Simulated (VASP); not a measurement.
# ZrB (I4mm) in VASP: further runs

Runs on ZrB. Level: PBE. Tasks: single point.

Everything below comes from runs of VASP 6.6.1. Logs are shortened: lines on timing, memory, paths and dates and some standing lists are left out, and cuts for length are marked.

## Step 1: The cell of the first run

It takes space group I4mm (No. 107, tetragonal). The conventional cell has a = 3.288 Å, b = 3.288 Å, c = 4.650 Å, α = 90.00°, β = 90.00°, γ = 90.00°. Within 2.4 Å of Zr (site symmetry 4mm) lie 5 B at 1.83 to 2.38 Å. Within 2.4 Å of B (site symmetry 4mm) lie 5 Zr at 1.83 to 2.38 Å.

## Step 2: Single point, PBE (all Zr atoms moved -0.500 Å, as atom 1 along Cartesian [0 1 0])

INCAR reads:

```
SYSTEM = ZrB
  ALGO = Normal
  EDIFF = 1E-7
  ENCUT = 520
  GGA = PE
  ISIF = 2
  ISMEAR = 0
  LASPH = .TRUE.
  LCHARG = .FALSE.
  LREAL = .FALSE.
  LWAVE = .FALSE.
  NBANDS = 14
  NELM = 80
  PREC = Accurate
  SIGMA = 0.15
```

KPOINTS reads:

```
k-points
0
G
  18 18 18
  0 0 0
```

POSCAR reads:

```
ZrB
1.0
    0.0000000000      2.3250000000      2.3250000000
    2.3250000000      0.0000000000      2.3250000000
    2.3250000000      2.3250000000      0.0000000000
Zr B
1 1
Direct
   -0.1075268817      0.1075268817     -0.1075268817
    0.5000000000      0.5000000000      0.5000000000
```

Potentials or basis: VASP PAW PBE potentials, release 64 (Zr_sv, B).

On the command line:

```bash
> cat potpaw_PBE.64/Zr_sv/POTCAR potpaw_PBE.64/B/POTCAR > POTCAR
> mpirun -np 1 vasp_std > vasp.out
```

OUTCAR:

```text
SYSTEM = ZrB
   EDIFF = 1E-7
   ENCUT = 520
   GGA = PE
   ISIF = 2
   ISMEAR = 0
   LASPH = .TRUE.
   LREAL = .FALSE.
   NELM = 80
   PREC = Accurate

 ion  position               nearest neighbor table
   1  0.892  0.108  0.892-   2 1.83   2 2.38   2 2.38   2 2.38   2 2.38   2 2.82
   2  0.500  0.500  0.500-   1 1.83   1 2.38   1 2.38   1 2.38   1 2.38   1 2.82

  LATTYP: Found a face centered cubic cell.
 ALAT       =     4.6500000000

  Lattice vectors:

 A1 = (   0.0000000000,   2.3250000000,   2.3250000000)
 A2 = (   2.3250000000,   0.0000000000,   2.3250000000)
 A3 = (   2.3250000000,   2.3250000000,   0.0000000000)

Analysis of symmetry for initial positions (statically):
=====================================================================
 Subroutine PRICEL returns:
 Original cell was already a primitive cell.

 Routine SETGRP: Setting up the symmetry group for a
 face centered cubic supercell.

 Subroutine GETGRP returns: Found  8 space group operations
 (whereof  8 operations were pure point group operations)
 out of a pool of 48 trial point group operations.

The static configuration has the point symmetry C_4v.

Analysis of symmetry for dynamics (positions and initial velocities):
=====================================================================
 Subroutine PRICEL returns:
 Original cell was already a primitive cell.

 Routine SETGRP: Setting up the symmetry group for a
 face centered cubic supercell.

 Subroutine GETGRP returns: Found  8 space group operations
 (whereof  8 operations were pure point group operations)
 out of a pool of 48 trial point group operations.

The dynamic configuration has the point symmetry C_4v.

 Subroutine INISYM returns: Found  8 space group operations
 (whereof  8 operations are pure point group operations),
 and found     1 'primitive' translations

----------------------------------------------------------------------------------------

                                     Primitive cell

  volume of cell :      25.1362

  direct lattice vectors                    reciprocal lattice vectors
     0.000000000  2.325000000  2.325000000    -0.215053763  0.215053763  0.215053763
     2.325000000  0.000000000  2.325000000     0.215053763 -0.215053763  0.215053763
     2.325000000  2.325000000  0.000000000     0.215053763  0.215053763 -0.215053763

  length of vectors
     3.288046533  3.288046533  3.288046533     0.372484045  0.372484045  0.372484045

  position of ions in fractional coordinates (direct lattice)
     0.892473118  0.107526882  0.892473118
     0.500000000  0.500000000  0.500000000

  ion indices of the primitive-cell ions
   primitive index   ion index
                 1           1
                 2           2

----------------------------------------------------------------------------------------

 KPOINTS: k-points

Automatic generation of k-mesh.
 Grid dimensions read from file:
 generate k-points for:   18   18   18

 Generating k-lattice:

  Cartesian coordinates                     Fractional coordinates (reciprocal lattice)
    -0.011947431  0.011947431  0.011947431     0.055555556  0.000000000  0.000000000
     0.011947431 -0.011947431  0.011947431     0.000000000  0.055555556  0.000000000
     0.011947431  0.011947431 -0.011947431     0.000000000  0.000000000  0.055555556

  Length of vectors
     0.020693558  0.020693558  0.020693558

  Shift w.r.t. Gamma in fractional coordinates (k-lattice)
     0.000000000  0.000000000  0.000000000

 Subroutine IBZKPT returns following result:
 ===========================================

 Found    480 irreducible k-points:

 Following reciprocal coordinates:
            Coordinates               Weight
  0.000000  0.000000  0.000000      1.000000
  0.055556  0.000000  0.000000      8.000000
  0.111111  0.000000  0.000000      8.000000
  0.166667  0.000000  0.000000      8.000000
  0.222222  0.000000  0.000000      8.000000
  0.277778  0.000000  0.000000      8.000000
[... 16 lines left out ...]
  0.388889  0.055556  0.000000     16.000000
  0.055556  0.000000  0.388889      8.000000
 [... further k-points ...]
   k-points           NKPTS =    480   k-points in BZ     NKDIM =    480   number of bands    NBANDS=     14
   number of dos      NEDOS =    301   number of ions     NIONS =      2
   total plane-waves  NPLWV =  13824
   dimension x,y,z NGX =    24 NGY =   24 NGZ =   24
   dimension x,y,z NGXF=    48 NGYF=   48 NGZF=   48
   ions per type =               1   1
   NGX,Y,Z   is equivalent  to a cutoff of  12.13, 12.13, 12.13 a.u.
   NGXF,Y,Z  is equivalent  to a cutoff of  24.27, 24.27, 24.27 a.u.
 SYSTEM =  ZrB
   PREC   = accura    normal or accurate (medium, high low for compatibility)
   ISTART =      0    job   : 0-new  1-cont  2-samecut
   ICHARG =      2    charge: 1-file 2-atom 10-const
   ISPIN  =      1    spin polarized calculation?
   LNONCOLLINEAR =      F non collinear calculations
   LSORBIT =      F    spin-orbit coupling
   LASPH  =      T    aspherical Exc in radial PAW
   ENCUT  =  520.0 eV  38.22 Ry    6.18 a.u.   6.11  6.11  6.11*2*pi/ulx,y,z
   NELM   =     80;   NELMIN=  2; NELMDL= -5     # of ELM steps
   EDIFF  = 0.1E-06   stopping-criterion for ELM
   LREAL  =      F    real-space projection
   EDIFFG = 0.1E-05   stopping-criterion for IOM
   NSW    =      0    number of steps for IOM
   IBRION =     -1    ionic relax: 0-MD 1-quasi-New 2-CG
   NFREE  =      0    steps in history (QN), initial steepest desc. (CG)
   ISIF   =      2    stress and relaxation
   ISYM   =      2    0-nonsym 1-usesym 2-fastsym
   POTIM  = 0.5000    time-step for ionic-motion
   TEBEG  =    0.0;   TEEND  =   0.0 temperature during run
   PSTRESS=    0.0 pullay stress
   NELECT =      15.0000    total number of electrons
   NUPDOWN=      -1.0000    fix difference up-down
   EMIN   =  10.00;   EMAX   =-10.00  energy-range for DOS
   EFERMI =   0.00;   METHOD = LEGACY
   ISMEAR =     0;   SIGMA  =   0.15  broadening in eV -4-tet -1-fermi 0-gaus
   EFERMI_NEDOS =   21; number of points for ismear=-14 and -15
   IALGO  =     38    algorithm
   IMIX   =      4    mixing-type and parameters
     AMIX     =   0.40;   BMIX     =  1.00
     AMIX_MAG =   1.60;   BMIX_MAG =  1.00
  volume/ion in A,a.u.               =      12.57        84.81
  Fermi-wavevector in a.u.,A,eV,Ry     =   1.378285  2.604581 25.846565  1.899669
  Thomas-Fermi vector in A             =   2.503360
   LORBIT       =      0    0 simple, 1 ext, 2 COOP (PROOUT), +10 PAW based schemes
   GGA     = PE    functional components
   LHFCALC =     F    Hartree Fock is set to
   AEXX    =    0.0000 exact exchange contribution
   IVDW    =     0    specifies the selected vdW correction
   LEPSILON=     F    determine dielectric tensor
   LRPA    =     F    only Hartree local field effects (RPA)
 non-spin polarized calculation
 Gauss-broadening in eV      SIGMA  =   0.15
  energy-cutoff  :      520.00
  volume of cell :       25.14
 maximum number of plane-waves:       700
   NGX = 13   NGY = 13   NGZ = 13

 number of electron      15.0000000 magnetization

 Free energy of the ion-electron system (eV)
  ---------------------------------------------------
  ext. energy  EPLUGINS =         0.00000000
  ---------------------------------------------------
  free energy    TOTEN  =       -13.84481015 eV

  energy without entropy =      -13.83344528  energy(sigma->0) =      -13.83912772

 E-fermi :   9.1629     XC(G=0): -12.1316

 val. band max:        9.1569344594   @ k =   0.1667   0.0556   0.2222
 cond. band min:       9.1662373271   @ k =  -0.3889   0.4444   0.1111
 fundamental gap:      0.0093028677
 Fermi energy:         9.1629482051

 k-point     1 :       0.0000    0.0000    0.0000
  band No.  band energies     occupation
      1     -37.8803      2.00000
      2     -15.9980      2.00000
      3     -15.5309      2.00000
      4     -15.5309      2.00000
      5       0.9416      2.00000
      6       8.8730      1.99373
      7       8.8730      1.99373
      8       9.7178      0.00000
      9      11.0668      0.00000
     10      12.8205      0.00000
     11      15.4105      0.00000
     12      15.4105      0.00000
     13      17.5657      0.00000
     14      19.6605      0.00000

 k-point     2 :       0.0556    0.0000    0.0000
  band No.  band energies     occupation
      1     -37.8767      2.00000
      2     -16.0113      2.00000
      3     -15.5522      2.00000
      4     -15.5345      2.00000
      5       1.0268      2.00000
      6       8.7506      1.99990
      7       8.8747      1.99343
      8       9.7330      0.00000
      9      11.0681      0.00000
     10      12.6382      0.00000
     11      15.1943      0.00000
     12      15.7504      0.00000
     13      17.8946      0.00000
     14      19.8763      0.00000

 k-point     3 :       0.1111    0.0000    0.0000
  band No.  band energies     occupation
      1     -37.8663      2.00000
      2     -16.0538      2.00000
      3     -15.6085      2.00000
      4     -15.5448      2.00000
      5       1.2750      2.00000
      6       8.4396      2.00000
      7       8.8566      1.99613
      8       9.7110      0.00000
      9      11.1109      0.00000
     10      12.3296      0.00000
     11      14.8132      0.00000
     12      16.5454      0.00000
     13      18.6148      0.00000
     14      20.4852      0.00000
[... 324 lines left out ...]
 k-point    23 :       0.3889    0.0556    0.0000
  band No.  band energies     occupation
      1     -37.7766      2.00000
      2     -16.5696      2.00000
      3     -15.8785      2.00000
      4     -15.6387      2.00000
      5       3.7185      2.00000
      6       6.3935      2.00000
      7       7.8379      2.00000
      8       8.4788      2.00000
      9      12.8953      0.00000
     10      13.7281      0.00000
     11      15.1218      0.00000
     12      19.1904      0.00000
     13      20.1989      0.00000
     14      22.2161      0.00000

 k-point    24 :       0.0556    0.0000    0.3889
  band No.  band energies     occupation
      1     -37.7763      2.00000
      2     -16.6032      2.00000
      3     -15.8397      2.00000
      4     -15.6479      2.00000
      5       3.7537      2.00000
      6       6.4219      2.00000
      7       8.0333      2.00000
      8       8.1515      2.00000
      9      12.9192      0.00000
     10      14.1159      0.00000
     11      15.2553      0.00000
     12      18.6491      0.00000
     13      19.4103      0.00000
     14      23.2272      0.00000

 [... further k-points ...]
[... 5 lines left out ...]
  --------------------------------------------------------------------------------------
  -------------------------------------------------------------------------------------
  Total        4.5151865     14.3290645      4.5151865      0.0000000      0.0000000      0.0000000
  in kB      287.7977592    913.3338480    287.7977592      0.0000000      0.0000000      0.0000000
  external PRESSURE =     496.3097888 kB  Pullay stress =       0.0000000 kB

 VOLUME and BASIS-vectors are now :
 -----------------------------------------------------------------------------
  energy-cutoff  :      520.00
  volume of cell :       25.14
      direct lattice vectors                 reciprocal lattice vectors
     0.000000000  2.325000000  2.325000000    -0.215053763  0.215053763  0.215053763
     2.325000000  0.000000000  2.325000000     0.215053763 -0.215053763  0.215053763
     2.325000000  2.325000000  0.000000000     0.215053763  0.215053763 -0.215053763

 POSITION                                       TOTAL-FORCE (eV/Angst)
 -----------------------------------------------------------------------------------
      2.32500      4.15000      2.32500         0.000000      8.487147      0.000000
      2.32500      2.32500      2.32500         0.000000     -8.487147      0.000000
 -----------------------------------------------------------------------------------
    total drift:                               -0.000001      0.000114     -0.000001

  FREE ENERGIE OF THE ION-ELECTRON SYSTEM (eV)
  ---------------------------------------------------
  free  energy   TOTEN  =       -13.8448101510 eV

  energy  without entropy=      -13.8334452812  energy(sigma->0) =      -13.83912772
```

It took 58 s on 1 thread of Intel Xeon Platinum 8375C at 2.90GHz (Ice Lake), shared host; peak memory 0.28 GiB.

Results:

```yaml
Free_energy: -13.8448 eV
Pressure: 49.6 GPa
Largest_force: 8.487 eV/Å
```

Forces on the atoms (eV/Å):
```
Zr   0.000  8.487  0.000
B    0.000 -8.487  0.000
```

Caveat: the cell differs from its parent crystal (all Zr atoms moved -0.500 Å, as atom 1 along Cartesian [0 1 0]); forces of over 1 eV/Å act on the atoms, so gaps and moduli don't describe the material at rest.

(Continued in part 2 of 2.)
